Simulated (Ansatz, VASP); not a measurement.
## AlCo: VASP beside Ansatz

File INCAR:

```
PREC = Accurate ; ENCUT = 520
EDIFF = 1E-7 ; ISMEAR = 0
SIGMA = 0.15 ; LREAL = False
LASPH = True ; NELM = 80
ALGO = Fast ; ISIF = 2
LWAVE = False ; LCHARG = True
GGA = PS ; LELF = True
LVHAR = True ; NBANDS = 13
```

KPOINTS

```
Automatic mesh
0
Gamma
  16 16 16
```

File POSCAR:

```
AlCo
1.0
    2.8194032100      0.0000000000      0.0000000000
    0.0000000000      2.8194032100      0.0000000000
    0.0000000000      0.0000000000      2.8194032100
Al Co
1 1
Direct
    0.0000000000      0.0000000000      0.0000000000
    0.5665034357      0.5000000000      0.5000000000
```

Input for Ansatz:

```yaml
crystal:
  lattice:
    - [2.81940321, 0.0, 0.0]
    - [0.0, 2.81940321, 0.0]
    - [0.0, 0.0, 2.81940321]
  atoms:
    - { symbol: Al, position: [0.0, 0.0, 0.0] }
    - { symbol: Co, position: [0.5665034357, 0.5, 0.5] }
basis:
  ecutwfc: 420
kpoints:
  mp_grid: { grid: [16, 16, 16] }
hamiltonian:
  xc: pbesol
scf:
  occupations: { method: gaussian, width: 0.15 }
output:
  forces: true
  stress: true
  eigenvalues: true
```

Change from the starting cell: all Co atoms moved +0.188 Å, as atom 2 along Cartesian [1 0 0].

Alike in both runs: task single point; functional PBEsol; k mesh 16 × 16 × 16; occupations gaussian, width 0.15 eV; no spin polarisation.

```csv
,VASP,Ansatz
version,VASP 6.6.1,Ansatz 0.2.0
potentials or method,"VASP PAW PBE potentials, release 64 (Al, Co), cutoff 520 eV","scalar-relativistic, plane waves, PAW"
valence electrons in the cell,12,20
```

```csv
,VASP,Ansatz,Ansatz less VASP
gap on the k mesh at the Fermi level (eV),none,none,-
pressure (GPa),3.6,3.6,-0.04
"traceless stress, the component that is largest in VASP (GPa)",-1.59,-1.56,+0.033
rms of the force components (eV/Å),0.865,0.859,-0.0055
```

VASP's potentials were made for PBE, not for PBEsol. Atom by atom the forces differ by 0.005 eV/Å (rms over components). A gap of «none» marks a metal or a gap that the smearing closes. VASP's potentials hold 12 valence electrons a cell and Ansatz's 20, so a difference there can come from the potentials and not from the codes.
